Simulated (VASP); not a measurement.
# Ga12O19 (a cell with a defect) (O interstitial hop between voids) in VASP: notebook

Runs on Ga12O19 (a cell with a defect) (O interstitial hop between voids). Level: PBE. Tasks: single point.

All numbers are computed with VASP 6.6.1; they aren't measurements. Logs are shortened: lines on timing, memory, paths and dates and some standing lists are left out, and cuts for length are marked.

**1. The cell of the first run**

The cell holds a defect, 31 atoms: a = 9.250 Å, b = 5.877 Å, c = 6.416 Å, α = 103.29°, β = 103.90°, γ = 90.00°.

**2. Single point, PBE**

File INCAR:

```
PREC     = Accurate       # precision mode
ENCUT    = 520            # plane-wave cutoff, eV
EDIFF    = 1E-7           # SCF threshold, eV
ISMEAR   = -1             # smearing method
SIGMA    = 0.01           # smearing width, eV
LREAL    = Auto         
LASPH    = T              # aspherical terms in the spheres
NELM     = 80             # most SCF steps
ALGO     = Normal         # electronic algorithm
ISIF     = 2              # what is computed and relaxed
LWAVE    = F              # write WAVECAR
LCHARG   = F              # write CHGCAR
GGA      = PE             # functional
NBANDS   = 156            # bands
```

File KPOINTS:

```
Automatic mesh
0
Gamma
  1 1 1
  0.25 0.25 0.25
```

File POSCAR:

```
Ga12O19
1.0
    0.0000000000      9.2496621800      0.0000000000
   -1.3977182400      0.0000000000      5.7085775500
    6.2279771500     -1.5416103600      0.0067278600
Ga O
12 19
Direct
    0.1113665935      0.6760921860      0.6802051899
    0.2241335629      0.3259395275      0.3058819223
    0.2989547861      0.1930992053      0.8063800108
    0.0221988301      0.7759886378      0.1711811793
    0.4466065813      0.6781507788      0.6817455509
    0.5477098322      0.3137687339      0.3045321517
    0.6337421459      0.1982258680      0.8117380314
    0.3598676656      0.7942995591      0.1729181010
    0.7735372682      0.6720966021      0.6824496265
    0.8764008802      0.3239691405      0.3024792050
    0.9681772112      0.1970889024      0.8008068485
    0.6933508831      0.7990584398      0.1801359461
    0.1656093832      0.7310287327      0.0068057722
    0.1628142902      0.2516779464      0.9805384171
    0.2716657315      0.4250096255      0.6420456610
    0.0576611801      0.5499530939      0.3397982073
    0.0488788929      0.1140265324      0.2768632451
    0.2796988158      0.8757924249      0.6716882458
    0.4993288013      0.7396846425      0.0051807699
    0.4940127809      0.2522642752      0.9803744028
    0.6033998897      0.4299853851      0.6447940188
    0.3906804615      0.5626968488      0.3399894698
    0.3848171359      0.1082973465      0.3191503643
    0.6085294032      0.8838611520      0.6656010056
    0.8274390555      0.7347937464      0.0065274199
    0.8289123072      0.2580214766      0.9782295563
    0.9355360467      0.4328501116      0.6414476804
    0.7207004503      0.5660922924      0.3426421567
    0.7146513920      0.1151603414      0.3152949445
    0.9434892786      0.8728225361      0.7114989141
    1.0092707513      1.0050963098      0.4665332539
```

Potentials or basis: VASP PAW PBE potentials, release 64 (Ga_d, O).

Launch:

```console
$ cat potpaw_PBE.64/Ga_d/POTCAR potpaw_PBE.64/O/POTCAR > POTCAR
$ mpirun -np 1 vasp_std > vasp.out
```

OUTCAR:

```text
PREC = Accurate
   ENCUT = 520
   EDIFF = 1E-7
   ISMEAR = -1
   LREAL = Auto
   LASPH = T
   NELM = 80
   ISIF = 2
   GGA = PE

 ion  position               nearest neighbor table
   1  0.111  0.676  0.680-  30 1.96  18 1.97  13 1.98  16 2.07  27 2.10  15 2.11
   2  0.224  0.326  0.306-  23 1.96  14 1.97  17 1.99  22 2.01  15 2.04  16 2.04
   3  0.299  0.193  0.806-  18 1.86  14 1.86  20 1.86  15 1.89
   4  0.022  0.776  0.171-  25 1.84  13 1.87  16 1.88  17 1.94  31 2.09
   5  0.447  0.678  0.682-  18 1.93  19 1.96  24 1.96  21 2.07  22 2.08  15 2.13
   6  0.548  0.314  0.305-  29 1.93  23 1.96  20 1.96  21 2.07  22 2.08  28 2.11
   7  0.634  0.198  0.812-  26 1.85  24 1.86  20 1.86  21 1.90
   8  0.360  0.794  0.173-  13 1.84  19 1.85  23 1.85  22 1.90
   9  0.774  0.672  0.682-  30 1.91  25 1.96  24 1.97  21 2.05  28 2.06  27 2.08
  10  0.876  0.324  0.302-  29 1.96  26 1.97  17 2.03  28 2.04  27 2.06  16 2.07
  11  0.968  0.197  0.801-  30 1.86  14 1.87  27 1.89  26 1.90  31 2.30
  12  0.693  0.799  0.180-  25 1.84  29 1.85  19 1.86  28 1.89
  13  0.166  0.731  0.007-   8 1.84   4 1.87   1 1.98
  14  0.163  0.252  0.981-   3 1.86  11 1.87   2 1.97
  15  0.272  0.425  0.642-   3 1.89   2 2.04   1 2.11   5 2.13
  16  0.058  0.550  0.340-   4 1.88   2 2.04  10 2.07   1 2.07
  17  0.049  0.114  0.277-  31 1.61   4 1.94   2 1.99  10 2.03
  18  0.280  0.876  0.672-   3 1.86   5 1.93   1 1.97
  19  0.499  0.740  0.005-   8 1.85  12 1.86   5 1.96
  20  0.494  0.252  0.980-   7 1.86   3 1.86   6 1.96
  21  0.603  0.430  0.645-   7 1.90   9 2.05   6 2.07   5 2.07
  22  0.391  0.563  0.340-   8 1.90   2 2.01   5 2.08   6 2.08
  23  0.385  0.108  0.319-   8 1.85   2 1.96   6 1.96
  24  0.609  0.884  0.666-   7 1.86   5 1.96   9 1.97
  25  0.827  0.735  0.007-   4 1.84  12 1.84   9 1.96
  26  0.829  0.258  0.978-   7 1.85  11 1.90  10 1.97
  27  0.936  0.433  0.641-  11 1.89  10 2.06   9 2.08   1 2.10
  28  0.721  0.566  0.343-  12 1.89  10 2.04   9 2.06   6 2.11
  29  0.715  0.115  0.315-  12 1.85   6 1.93  10 1.96
  30  0.943  0.873  0.711-  11 1.86   9 1.91   1 1.96
  31  0.009  0.005  0.467-  17 1.61   4 2.09  11 2.30

  LATTYP: Found a triclinic cell.
 ALAT       =     5.8771994966
 B/A-ratio  =     1.6412011407
 C/A-ratio  =     2.7541529852
 COS(alpha) =     0.0064926560
 COS(beta)  =     0.5439765005
 COS(gamma) =     0.7621873503

  Lattice vectors:

 A1 = (   1.3977182400,   0.0000000000,  -5.7085775500)
 A2 = (   7.6256953900,  -1.5416103600,  -5.7018496900)
 A3 = (  -9.6605178200,  -6.1664414600, -11.4306108200)

Analysis of symmetry for initial positions (statically):
=====================================================================
 Subroutine PRICEL returns:
 Original cell was already a primitive cell.

 Routine SETGRP: Setting up the symmetry group for a
 triclinic supercell.

 Subroutine GETGRP returns: Found  1 space group operations
 (whereof  1 operations were pure point group operations)
 out of a pool of  2 trial point group operations.

The static configuration has the point symmetry C_1 .

Analysis of symmetry for dynamics (positions and initial velocities):
=====================================================================
 Subroutine PRICEL returns:
 Original cell was already a primitive cell.

 Routine SETGRP: Setting up the symmetry group for a
 triclinic supercell.

 Subroutine GETGRP returns: Found  1 space group operations
 (whereof  1 operations were pure point group operations)
 out of a pool of  2 trial point group operations.

The dynamic configuration has the point symmetry C_1 .

 Subroutine INISYM returns: Found  1 space group operations
 (whereof  1 operations are pure point group operations),
 and found     1 'primitive' translations

----------------------------------------------------------------------------------------

                                     Primitive cell

  volume of cell :     328.9392

  direct lattice vectors                    reciprocal lattice vectors
     0.000000000  9.249662180  0.000000000     0.026753887  0.108112056  0.006550563
    -1.397718240  0.000000000  5.708577550    -0.000189185  0.000000000  0.175128666
     6.227977150 -1.541610360  0.006727860     0.160523321  0.000000000  0.039303377

  length of vectors
     9.249662180  5.877199497  6.415941641     0.111565663  0.175128768  0.165264914

  position of ions in fractional coordinates (direct lattice)
     0.111366594  0.676092186  0.680205190
     0.224133563  0.325939527  0.305881922
     0.298954786  0.193099205  0.806380011
     0.022198830  0.775988638  0.171181179
     0.446606581  0.678150779  0.681745551
     0.547709832  0.313768734  0.304532152
[... 23 lines left out ...]
     0.943489279  0.872822536  0.711498914
     0.009270751  0.005096310  0.466533254

  ion indices of the primitive-cell ions
   primitive index   ion index
                 1           1
                 2           2
                 3           3
                 4           4
                 5           5
                 6           6
[... 23 lines left out ...]
                30          30
                31          31

----------------------------------------------------------------------------------------

 KPOINTS: Automatic mesh

Automatic generation of k-mesh.
 Grid dimensions read from file:
 generate k-points for:    1    1    1

 Generating k-lattice:

  Cartesian coordinates                     Fractional coordinates (reciprocal lattice)
     0.026753887  0.108112056  0.006550563     1.000000000  0.000000000  0.000000000
    -0.000189185  0.000000000  0.175128666     0.000000000  1.000000000  0.000000000
     0.160523321  0.000000000  0.039303377     0.000000000 -0.000000000  1.000000000

  Length of vectors
     0.111565663  0.175128768  0.165264914

  Shift w.r.t. Gamma in fractional coordinates (k-lattice)
     0.250000000  0.250000000  0.250000000

 Subroutine IBZKPT returns following result:
 ===========================================

 Found      1 irreducible k-points:

 Following reciprocal coordinates:
            Coordinates               Weight
  0.250000  0.250000  0.250000      2.000000
   k-points           NKPTS =      1   k-points in BZ     NKDIM =      1   number of bands    NBANDS=    156
   number of dos      NEDOS =    301   number of ions     NIONS =     31
   total plane-waves  NPLWV = 161280
   dimension x,y,z NGX =    70 NGY =   48 NGZ =   48
   dimension x,y,z NGXF=   140 NGYF=   96 NGZF=   96
   ions per type =              12  19
   NGX,Y,Z   is equivalent  to a cutoff of  12.58, 13.58, 12.44 a.u.
   NGXF,Y,Z  is equivalent  to a cutoff of  25.16, 27.16, 24.87 a.u.
 SYSTEM =  unknown system
   PREC   = accura    normal or accurate (medium, high low for compatibility)
   ISTART =      0    job   : 0-new  1-cont  2-samecut
   ICHARG =      2    charge: 1-file 2-atom 10-const
   ISPIN  =      1    spin polarized calculation?
   LNONCOLLINEAR =      F non collinear calculations
   LSORBIT =      F    spin-orbit coupling
   LASPH  =      T    aspherical Exc in radial PAW
   ENCUT  =  520.0 eV  38.22 Ry    6.18 a.u.  17.20 10.93 11.93*2*pi/ulx,y,z
   NELM   =     80;   NELMIN=  2; NELMDL= -5     # of ELM steps
   EDIFF  = 0.1E-06   stopping-criterion for ELM
   LREAL  =      T    real-space projection
   EDIFFG = 0.1E-05   stopping-criterion for IOM
   NSW    =      0    number of steps for IOM
   IBRION =     -1    ionic relax: 0-MD 1-quasi-New 2-CG
   NFREE  =      0    steps in history (QN), initial steepest desc. (CG)
   ISIF   =      2    stress and relaxation
   ISYM   =      2    0-nonsym 1-usesym 2-fastsym
   POTIM  = 0.5000    time-step for ionic-motion
   TEBEG  =    0.0;   TEEND  =   0.0 temperature during run
   PSTRESS=    0.0 pullay stress
   NELECT =     270.0000    total number of electrons
   NUPDOWN=      -1.0000    fix difference up-down
   EMIN   =  10.00;   EMAX   =-10.00  energy-range for DOS
   EFERMI =   0.00;   METHOD = LEGACY
   ISMEAR =    -1;   SIGMA  =   0.01  broadening in eV -4-tet -1-fermi 0-gaus
   EFERMI_NEDOS =   21; number of points for ismear=-14 and -15
   IALGO  =     38    algorithm
   IMIX   =      4    mixing-type and parameters
     AMIX     =   0.40;   BMIX     =  1.00
     AMIX_MAG =   1.60;   BMIX_MAG =  1.00
  volume/ion in A,a.u.               =      10.61        71.61
  Fermi-wavevector in a.u.,A,eV,Ry     =   1.532819  2.896608 31.967351  2.349534
  Thomas-Fermi vector in A             =   2.639972
   LORBIT       =      0    0 simple, 1 ext, 2 COOP (PROOUT), +10 PAW based schemes
   GGA     = PE    functional components
   LHFCALC =     F    Hartree Fock is set to
   AEXX    =    0.0000 exact exchange contribution
   IVDW    =     0    specifies the selected vdW correction
   LEPSILON=     F    determine dielectric tensor
   LRPA    =     F    only Hartree local field effects (RPA)
 non-spin polarized calculation
  energy-cutoff  :      520.00
  volume of cell :      328.94
 maximum number of plane-waves:      8866
 NGX is ok and might be reduce to    70
   NGX = 35   NGY = 21   NGZ = 23

 number of electron     270.0000008 magnetization

 Free energy of the ion-electron system (eV)
  ---------------------------------------------------
  ext. energy  EPLUGINS =         0.00000000
  ---------------------------------------------------
  free energy    TOTEN  =      -181.67605544 eV

  energy without entropy =     -181.67605544  energy(sigma->0) =     -181.67605544

 E-fermi :   4.3068     XC(G=0): -11.5161

 val. band max:        3.9857577197   @ k =   0.2500   0.2500   0.2500
 cond. band min:       7.3776229702   @ k =   0.2500   0.2500   0.2500
 fundamental gap:      3.3918652505
 Fermi energy:         4.3067890612

 k-point     1 :       0.2500    0.2500    0.2500
  band No.  band energies     occupation
      1     -16.3009      2.00000
      2     -14.7435      2.00000
      3     -14.5131      2.00000
      4     -14.3389      2.00000
      5     -14.0406      2.00000
      6     -13.9832      2.00000
[... 139 lines left out ...]
    146      10.5000      0.00000
    147      10.8561      0.00000
 [bands above 147 left out]

------------------------ aborting loop because EDIFF is reached ----------------------------------------

  FORCE on cell =-STRESS in cart. coord.  units (eV):
  Direction    XX          YY          ZZ          XY          YZ          ZX
  --------------------------------------------------------------------------------------
  -------------------------------------------------------------------------------------
  Total        5.9562095      8.0363245     13.5505545      1.5815737     -0.0007523     -4.3358922
  in kB       29.0111475     39.1428468     66.0012270      7.7034339     -0.0036643    -21.1190032
  external PRESSURE =      44.7184071 kB  Pullay stress =       0.0000000 kB

 VOLUME and BASIS-vectors are now :
 -----------------------------------------------------------------------------
  energy-cutoff  :      520.00
  volume of cell :      328.94
      direct lattice vectors                 reciprocal lattice vectors
     0.000000000  9.249662180  0.000000000     0.026753887  0.108112056  0.006550563
    -1.397718240  0.000000000  5.708577550    -0.000189185  0.000000000  0.175128666
     6.227977150 -1.541610360  0.006727860     0.160523321  0.000000000  0.039303377

 POSITION                                       TOTAL-FORCE (eV/Angst)
 -----------------------------------------------------------------------------------
      3.29132     -0.01851      3.86410        -0.015901     -0.032366      0.033177
      1.44945      1.60161      1.86271        -0.002312      0.014310      0.024630
      4.75222      1.52211      1.10775         0.004356     -0.014206     -0.000082
     -0.01850     -0.05856      4.43094        -0.081126      0.010061     -0.133522
      3.29803      3.07997      3.87586         0.021456     -0.007721      0.003251
      1.45806      4.59666      1.79322         0.009208      0.001326      0.007254
[... 23 lines left out ...]
      3.21124      7.63010      4.98736         0.026352      0.007909     -0.003505
      2.89844     -0.63346      0.03223        -0.184384      0.221149      0.094267
 -----------------------------------------------------------------------------------
    total drift:                                0.008082     -0.000989      0.017345

  FREE ENERGIE OF THE ION-ELECTRON SYSTEM (eV)
  ---------------------------------------------------
  free  energy   TOTEN  =      -181.6760554381 eV

  energy  without entropy=     -181.6760554381  energy(sigma->0) =     -181.67605544
```

It took 1.8 min on 1 thread of Intel Xeon 6975P-C (Granite Rapids), shared host; peak memory 0.38 GiB.

What came out:

* Free energy: -181.6761 eV
* Pressure: 4.5 GPa
* Largest force: 0.303 eV/Å
* Band gap on the k mesh: 3.39 eV

Forces on the atoms (eV/Å):
```
Ga  -0.016 -0.032  0.033
Ga  -0.002  0.014  0.025
Ga   0.004 -0.014  0.000
Ga  -0.081  0.010 -0.134
Ga   0.021 -0.008  0.003
Ga   0.009  0.001  0.007
Ga   0.002 -0.010  0.008
Ga   0.015  0.006  0.020
Ga   0.029  0.012  0.029
Ga  -0.040 -0.042  0.059
Ga  -0.056 -0.007 -0.078
Ga   0.031 -0.017  0.020
O    0.019  0.013 -0.022
O    0.037 -0.026 -0.020
O    0.019 -0.017  0.001
O    0.023 -0.016 -0.038
O   -0.023  0.017  0.046
O    0.008 -0.006  0.013
O    0.005 -0.008 -0.006
O    0.018 -0.003  0.008
O    0.014 -0.008  0.004
O    0.003  0.002  0.022
O    0.034 -0.004 -0.007
O   -0.020 -0.004  0.020
O    0.029 -0.051 -0.038
O    0.019 -0.008  0.000
O    0.016  0.004 -0.062
O    0.000 -0.026  0.013
O    0.040  0.000 -0.016
O    0.026  0.008 -0.004
O   -0.184  0.221  0.094
```

Caveat: the k points lie up to 1.10 Å⁻¹ apart.

**3. Single point, PBE**

File INCAR:

```
SYSTEM = Ga12O19
PREC = Accurate ; ENCUT = 520
EDIFF = 1E-6 ; ISMEAR = -1
SIGMA = 0.01 ; LREAL = Auto
LASPH = .TRUE. ; NELM = 100
ALGO = Normal ; ISIF = 2
LWAVE = .FALSE. ; LCHARG = .TRUE.
GGA = PE ; LELF = .TRUE.
LVHAR = .TRUE. ; NBANDS = 156
```

KPOINTS is that of step 2.

File POSCAR:

```
Ga12O19
1.0
    0.0000000000      9.2496621800      0.0000000000
   -1.3977182400      0.0000000000      5.7085775500
    6.2279771500     -1.5416103600      0.0067278600
Ga O
12 19
Direct
    0.1109913243      0.6727611856      0.6803945291
    0.2244751464      0.3279959064      0.3039498726
    0.2977701088      0.1916597546      0.8049257751
    0.0217299312      0.7704016146      0.1690936501
    0.4467923845      0.6770556111      0.6829122642
    0.5478393528      0.3135338805      0.3050789972
    0.6319498221      0.1978323167      0.8106408736
    0.3597380256      0.7952358498      0.1730834308
    0.7743900285      0.6723771348      0.6835729616
    0.8749891616      0.3271630502      0.3004456692
    0.9663942216      0.1914526300      0.7991864314
    0.6930856870      0.7996140506      0.1813626024
    0.1653858719      0.7298072827      0.0075106169
    0.1614704229      0.2518019441      0.9777365946
    0.2715547117      0.4233203625      0.6408995242
    0.0564690428      0.5491706275      0.3416963087
    0.0468312648      0.1203548461      0.2623460434
    0.2804816739      0.8732412385      0.6774323517
    0.4996534806      0.7388695986      0.0066287197
    0.4931736722      0.2513866714      0.9808009228
    0.6028680351      0.4302379479      0.6446788950
    0.3902101935      0.5635219137      0.3399973710
    0.3846658123      0.1087509848      0.3196513390
    0.6083691910      0.8831048192      0.6658365331
    0.8266457521      0.7329675220      0.0068460551
    0.8269871794      0.2566690275      0.9759346952
    0.9353211312      0.4271658254      0.6402866243
    0.7198619894      0.5655237115      0.3427592548
    0.7162290743      0.1148709780      0.3180972270
    0.9433536052      0.8697824769      0.7032368179
    1.0255318185      1.0087783834      0.4468534292
```

Potentials or basis: VASP PAW PBE potentials, release 64 (Ga_d, O).

Launch:

```console
$ cat potpaw_PBE.64/Ga_d/POTCAR potpaw_PBE.64/O/POTCAR > POTCAR
$ mpirun -np 1 vasp_std > vasp.out
```

Wall time 81 s (1 thread of Intel Xeon 6975P-C (Granite Rapids), shared host); peak memory 0.37 GiB.

The run converged. Its results:

```yaml
Free_energy: -181.7103 eV
Pressure: 4.9 GPa
Largest_force: 0.210 eV/Å
Band_gap_on_the_k_mesh: 3.70 eV
```

Forces in eV/Å, atoms in the order of the input:
```
Ga   0.000  0.000  0.004
Ga  -0.016 -0.010 -0.007
Ga  -0.013  0.000 -0.009
Ga  -0.035  0.011 -0.036
Ga   0.012 -0.002  0.004
Ga  -0.008  0.003  0.001
Ga  -0.003  0.000 -0.005
Ga   0.008 -0.001  0.002
Ga   0.009  0.000  0.003
Ga  -0.012  0.002 -0.003
Ga  -0.013 -0.002 -0.010
Ga   0.006 -0.003  0.006
O   -0.009 -0.001 -0.011
O    0.012 -0.002  0.009
O    0.009 -0.002 -0.002
O   -0.002  0.005  0.005
O   -0.126  0.060  0.066
O   -0.016  0.002  0.008
O   -0.012  0.000 -0.009
O    0.009 -0.002  0.004
O    0.003 -0.006 -0.007
O    0.000  0.007  0.011
O    0.025 -0.001 -0.014
O   -0.025  0.002  0.010
O   -0.011  0.002 -0.006
O    0.010  0.006  0.009
O    0.003  0.004 -0.004
O   -0.004 -0.012  0.010
O    0.018  0.004 -0.016
O   -0.012  0.005  0.017
O    0.196 -0.067 -0.032
```

Stress tensor (GPa, compression positive):
```
 3.44  0.66 -2.61
 0.66  3.92  0.08
-2.61  0.08  7.41
```

Levels at points of the mesh, in eV from the valence-band top:
```tsv
k point	band 131	band 132	band 133	band 134	band 135	band 136	band 137	band 138	band 139	band 140
(0.25, 0.25, 0.25)	-0.84	-0.75	-0.64	-0.42	0.00	3.70	3.94	4.50	4.98	5.33
```

Caveat: the k points lie up to 1.10 Å⁻¹ apart.

(Part 1 of 2 ends here.)
